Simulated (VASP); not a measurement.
# C (Fd-3m) in VASP: notebook, part 2 of 2

VASP 6.6.1. Earlier steps stand in the parts before.

## (6) Single point, LDA

This run uses another cell than the first one, of 5.51 Å³/atom, 1.004 times its volume.

The input, INCAR:

```
PREC = Accurate
ENCUT = 910
EDIFF = 1E-6
ISMEAR = -1
SIGMA = 0.1
LREAL = F
LASPH = T
NELM = 120
ALGO = Normal
ISIF = 2
LWAVE = F
LCHARG = F
GGA = CA
NBANDS = 11
GGA_COMPAT = F
```

The input, KPOINTS:

```
regular mesh
0
Gamma
  22 22 22
```

The input, POSCAR:

```
C
1.0
    0.0000000000      1.7658696213      1.7658696213
    1.7658696213      0.0000000000      1.7658696213
    1.7658696213      1.7658696213      0.0000000000
C
2
Direct
    0.5000000000      0.5000000000      0.5000000000
    0.7500000000      0.7500000000      0.7500000000
```

Potentials or basis: VASP PAW LDA potentials, release 64 (C_h).

Command:

```
cat potpaw_LDA.64/C_h/POTCAR > POTCAR
mpirun -np 1 vasp_std > vasp.out
```

OUTCAR:

```text
PREC = Accurate
   ENCUT = 910
   EDIFF = 1E-6
   ISMEAR = -1
   LREAL = F
   LASPH = T
   NELM = 120
   ISIF = 2
   GGA = CA

 ion  position               nearest neighbor table
   1  0.500  0.500  0.500-
   2  0.750  0.750  0.750-

  LATTYP: Found a face centered cubic cell.
 ALAT       =     3.5317392426

  Lattice vectors:

 A1 = (   0.0000000000,   1.7658696213,   1.7658696213)
 A2 = (   1.7658696213,   0.0000000000,   1.7658696213)
 A3 = (   1.7658696213,   1.7658696213,   0.0000000000)

Analysis of symmetry for initial positions (statically):
=====================================================================
 Subroutine PRICEL returns:
 Original cell was already a primitive cell.

 Routine SETGRP: Setting up the symmetry group for a
 face centered cubic supercell.

 Subroutine GETGRP returns: Found 48 space group operations
 (whereof 24 operations were pure point group operations)
 out of a pool of 48 trial point group operations.

The static configuration has the point symmetry T_d .
 The point group associated with its full space group is O_h .

Analysis of symmetry for dynamics (positions and initial velocities):
=====================================================================
 Subroutine PRICEL returns:
 Original cell was already a primitive cell.

 Routine SETGRP: Setting up the symmetry group for a
 face centered cubic supercell.

 Subroutine GETGRP returns: Found 48 space group operations
 (whereof 24 operations were pure point group operations)
 out of a pool of 48 trial point group operations.

The dynamic configuration has the point symmetry T_d .
 The point group associated with its full space group is O_h .

 Subroutine INISYM returns: Found 48 space group operations
 (whereof 24 operations are pure point group operations),
 and found     1 'primitive' translations

----------------------------------------------------------------------------------------

                                     Primitive cell

  volume of cell :      11.0130

  direct lattice vectors                    reciprocal lattice vectors
     0.000000000  1.765869621  1.765869621    -0.283146612  0.283146612  0.283146612
     1.765869621  0.000000000  1.765869621     0.283146612 -0.283146612  0.283146612
     1.765869621  1.765869621  0.000000000     0.283146612  0.283146612 -0.283146612

  length of vectors
     2.497316768  2.497316768  2.497316768     0.490424317  0.490424317  0.490424317

  position of ions in fractional coordinates (direct lattice)
     0.500000000  0.500000000  0.500000000
     0.750000000  0.750000000  0.750000000

  ion indices of the primitive-cell ions
   primitive index   ion index
                 1           1
                 2           2

----------------------------------------------------------------------------------------

 KPOINTS: regular mesh

Automatic generation of k-mesh.
 Grid dimensions read from file:
 generate k-points for:   22   22   22

 Generating k-lattice:

  Cartesian coordinates                     Fractional coordinates (reciprocal lattice)
    -0.012870301  0.012870301  0.012870301     0.045454545  0.000000000  0.000000000
     0.012870301 -0.012870301  0.012870301     0.000000000  0.045454545  0.000000000
     0.012870301  0.012870301 -0.012870301     0.000000000  0.000000000  0.045454545

  Length of vectors
     0.022292014  0.022292014  0.022292014

  Shift w.r.t. Gamma in fractional coordinates (k-lattice)
     0.000000000  0.000000000  0.000000000

 Subroutine IBZKPT returns following result:
 ===========================================

 Found    328 irreducible k-points:

 Following reciprocal coordinates:
            Coordinates               Weight
  0.000000  0.000000  0.000000      1.000000
  0.045455  0.000000  0.000000      8.000000
  0.090909  0.000000  0.000000      8.000000
  0.136364  0.000000  0.000000      8.000000
  0.181818  0.000000  0.000000      8.000000
  0.227273  0.000000  0.000000      8.000000
[... 16 lines left out ...]
  0.500000  0.045455  0.000000     24.000000
 -0.454545  0.045455  0.000000     24.000000
 [... further k-points ...]
   k-points           NKPTS =    328   k-points in BZ     NKDIM =    328   number of bands    NBANDS=     11
   number of dos      NEDOS =    301   number of ions     NIONS =      2
   total plane-waves  NPLWV =  21952
   dimension x,y,z NGX =    28 NGY =   28 NGZ =   28
   dimension x,y,z NGXF=    56 NGYF=   56 NGZF=   56
   ions per type =               2
   NGX,Y,Z   is equivalent  to a cutoff of  18.64, 18.64, 18.64 a.u.
   NGXF,Y,Z  is equivalent  to a cutoff of  37.28, 37.28, 37.28 a.u.
 SYSTEM =  unknown system
   PREC   = accura    normal or accurate (medium, high low for compatibility)
   ISTART =      0    job   : 0-new  1-cont  2-samecut
   ICHARG =      2    charge: 1-file 2-atom 10-const
   ISPIN  =      1    spin polarized calculation?
   LNONCOLLINEAR =      F non collinear calculations
   LSORBIT =      F    spin-orbit coupling
   LASPH  =      T    aspherical Exc in radial PAW
   ENCUT  =  910.0 eV  66.88 Ry    8.18 a.u.   6.14  6.14  6.14*2*pi/ulx,y,z
   NELM   =    120;   NELMIN=  2; NELMDL= -5     # of ELM steps
   EDIFF  = 0.1E-05   stopping-criterion for ELM
   LREAL  =      F    real-space projection
   EDIFFG = 0.1E-04   stopping-criterion for IOM
   NSW    =      0    number of steps for IOM
   IBRION =     -1    ionic relax: 0-MD 1-quasi-New 2-CG
   NFREE  =      0    steps in history (QN), initial steepest desc. (CG)
   ISIF   =      2    stress and relaxation
   ISYM   =      2    0-nonsym 1-usesym 2-fastsym
   POTIM  = 0.5000    time-step for ionic-motion
   TEBEG  =    0.0;   TEEND  =   0.0 temperature during run
   PSTRESS=    0.0 pullay stress
   NELECT =       8.0000    total number of electrons
   NUPDOWN=      -1.0000    fix difference up-down
   EMIN   =  10.00;   EMAX   =-10.00  energy-range for DOS
   EFERMI =   0.00;   METHOD = LEGACY
   ISMEAR =    -1;   SIGMA  =   0.10  broadening in eV -4-tet -1-fermi 0-gaus
   EFERMI_NEDOS =   21; number of points for ismear=-14 and -15
   IALGO  =     38    algorithm
   IMIX   =      4    mixing-type and parameters
     AMIX     =   0.40;   BMIX     =  1.00
     AMIX_MAG =   1.60;   BMIX_MAG =  1.00
  volume/ion in A,a.u.               =       5.51        37.16
  Fermi-wavevector in a.u.,A,eV,Ry     =   1.471644  2.781005 29.466641  2.165737
  Thomas-Fermi vector in A             =   2.586755
   LORBIT       =      0    0 simple, 1 ext, 2 COOP (PROOUT), +10 PAW based schemes
   GGA     = CA    functional components
   LHFCALC =     F    Hartree Fock is set to
   AEXX    =    0.0000 exact exchange contribution
   IVDW    =     0    specifies the selected vdW correction
   LEPSILON=     F    determine dielectric tensor
   LRPA    =     F    only Hartree local field effects (RPA)
 non-spin polarized calculation
  energy-cutoff  :      910.00
  volume of cell :       11.01
 maximum number of plane-waves:       701
 NGX is ok and might be reduce to    28
   NGX = 13   NGY = 13   NGZ = 13

 number of electron       8.0000000 magnetization

 Free energy of the ion-electron system (eV)
  ---------------------------------------------------
  ext. energy  EPLUGINS =         0.00000000
  ---------------------------------------------------
  free energy    TOTEN  =       -20.26677591 eV

  energy without entropy =      -20.26677591  energy(sigma->0) =      -20.26677591

 E-fermi :  13.2645     XC(G=0): -13.7973

 val. band max:       11.3384865688   @ k =   0.0000   0.0000   0.0000
 cond. band min:      15.5089889706   @ k =   0.3636   0.3636   0.0000
 fundamental gap:      4.1705024018
 Fermi energy:        13.2645157731

 k-point     1 :       0.0000    0.0000    0.0000
  band No.  band energies     occupation
      1     -10.3796      2.00000
      2      11.3385      2.00000
      3      11.3385      2.00000
      4      11.3385      2.00000
      5      16.9651      0.00000
      6      16.9651      0.00000
      7      16.9651      0.00000
      8      25.5704      0.00000
      9      30.7368      0.00000
     10      38.2910      0.00000
     11      38.2910      0.00000
[... 309 lines left out ...]
 k-point    24 :      -0.4545    0.0455    0.0000
  band No.  band energies     occupation
      1      -4.5907      2.00000
      2      -1.9939      2.00000
      3       8.2029      2.00000
      4       8.4534      2.00000
      5      19.8350      0.00000
      6      19.9591      0.00000
      7      20.9124      0.00000
      8      27.0251      0.00000
      9      33.0188      0.00000
     10      35.9061      0.00000
     11      36.9052      0.00000

 [... further k-points ...]

------------------------ aborting loop because EDIFF is reached ----------------------------------------

  FORCE on cell =-STRESS in cart. coord.  units (eV):
  Direction    XX          YY          ZZ          XY          YZ          ZX
  --------------------------------------------------------------------------------------
  -------------------------------------------------------------------------------------
  Total        0.0449364      0.0449364      0.0449364      0.0000000      0.0000000      0.0000000
  in kB        6.5373639      6.5373639      6.5373639      0.0000000      0.0000000      0.0000000
  external PRESSURE =       6.5373639 kB  Pullay stress =       0.0000000 kB

 VOLUME and BASIS-vectors are now :
 -----------------------------------------------------------------------------
  energy-cutoff  :      910.00
  volume of cell :       11.01
      direct lattice vectors                 reciprocal lattice vectors
     0.000000000  1.765869621  1.765869621    -0.283146612  0.283146612  0.283146612
     1.765869621  0.000000000  1.765869621     0.283146612 -0.283146612  0.283146612
     1.765869621  1.765869621  0.000000000     0.283146612  0.283146612 -0.283146612

 POSITION                                       TOTAL-FORCE (eV/Angst)
 -----------------------------------------------------------------------------------
      1.76587      1.76587      1.76587         0.000000      0.000000      0.000000
      2.64880      2.64880      2.64880        -0.000000     -0.000000     -0.000000
 -----------------------------------------------------------------------------------
    total drift:                                0.000000      0.000000     -0.000000

  FREE ENERGIE OF THE ION-ELECTRON SYSTEM (eV)
  ---------------------------------------------------
  free  energy   TOTEN  =       -20.2667759077 eV

  energy  without entropy=      -20.2667759076  energy(sigma->0) =      -20.26677591
```

OSZICAR:

```text
N       E                     dE             d eps       ncg     rms          rms(c)
DAV:   1     0.117797425521E+02    0.11780E+02   -0.66532E+03  7248   0.110E+03
DAV:   2    -0.200522316224E+02   -0.31832E+02   -0.30174E+02 10043   0.172E+02
DAV:   3    -0.210943002781E+02   -0.10421E+01   -0.10384E+01  8677   0.260E+01
DAV:   4    -0.210970330020E+02   -0.27327E-02   -0.27326E-02  7806   0.149E+00
DAV:   5    -0.210970362868E+02   -0.32849E-05   -0.32848E-05  8404   0.538E-02    0.509E+00
DAV:   6    -0.204838698568E+02    0.61317E+00   -0.32427E-01  7563   0.400E+00    0.272E+00
DAV:   7    -0.202668834906E+02    0.21699E+00   -0.38952E-01  8067   0.435E+00    0.359E-01
DAV:   8    -0.202667890297E+02    0.94461E-04   -0.89311E-03  7735   0.875E-01    0.296E-02
DAV:   9    -0.202667746744E+02    0.14355E-04   -0.42247E-05  8228   0.538E-02    0.142E-02
DAV:  10    -0.202667759943E+02   -0.13199E-05   -0.34761E-06  8093   0.170E-02    0.308E-03
DAV:  11    -0.202667759077E+02    0.86572E-07   -0.18006E-07  4070   0.408E-03
   1 F= -.20266776E+02 E0= -.20266776E+02  d E =-.354302E-10
```

stdout:

```text
POSCAR found type information on POSCAR C
 POSCAR found :  1 types and       2 ions
 scaLAPACK will be used
 LDA part: xc-table for (Slater(with rela. corr.)+CA(PZ))
 , standard interpolation
 POSCAR, INCAR and KPOINTS ok, starting setup
 FFT: planning ... GRIDC
 FFT: planning ... GRID_SOFT
 FFT: planning ... GRID
 WAVECAR not read
 entering main loop
```

Wall time 50 s (1 thread of Intel Xeon Platinum 8375C at 2.90GHz (Ice Lake), shared host); peak memory 0.18 GiB.

What came out:

```
Free energy            : -20.2668 eV
Pressure               : 0.7 GPa
Band gap on the k mesh : 4.17 eV, indirect (least direct gap 5.63 eV)
```

Levels at points of the mesh, in eV from the valence-band top:
```tsv
k point	band 1	band 2	band 3	band 4	band 5	band 6	band 7	band 8	band 9
(0.00, 0.00, 0.00)	-21.72	0.00	0.00	0.00	5.63	5.63	5.63	14.23	19.40
(0.50, 0.00, 0.00)	-15.71	-13.69	-2.87	-2.87	8.51	8.51	9.42	15.67	21.95
(0.50, 0.50, 0.00)	-12.82	-12.82	-6.47	-6.47	4.77	4.77	17.07	17.07	23.47
```

Caveat: the cutoff is under 1.25 times the usual one of these potentials, so pressure, stress and relaxed cells hold a basis-set (Pulay) error. Expect the measured gap to be larger: semilocal functionals such as LDA lack the derivative discontinuity.

## (7) Summary

```tsv
cell	k mesh	smearing	gap on the mesh (eV)	pressure (GPa)
a = 2.494 Å, angles 60.0°, 2 atoms	10 × 10 × 10	gaussian 0.01 eV	4.22	2.6
a = 2.485 Å, angles 60.0°, 2 atoms	10 × 10 × 10	gaussian 0.01 eV	4.24	7.7
a = 2.472 Å, angles 60.0°, 2 atoms	10 × 10 × 10	gaussian 0.01 eV	4.28	15.7
a = 2.480 Å, angles 60.0°, 2 atoms	10 × 10 × 10	gaussian 0.01 eV	4.25	10.7
a = 2.497 Å, angles 60.0°, 2 atoms	22 × 22 × 22	fermi-dirac 0.1 eV	4.17	0.7
```

Alike in all rows: task single point; level LDA; potentials or basis VASP PAW LDA potentials, release 64 (C_h); no spin polarisation; cutoff (eV) 910.

Caveats: the cutoff is under 1.25 times the usual one of these potentials, so pressure, stress and relaxed cells hold a basis-set (Pulay) error.

Total energies depend on the potentials used, so only differences within one code and one set of settings carry meaning.
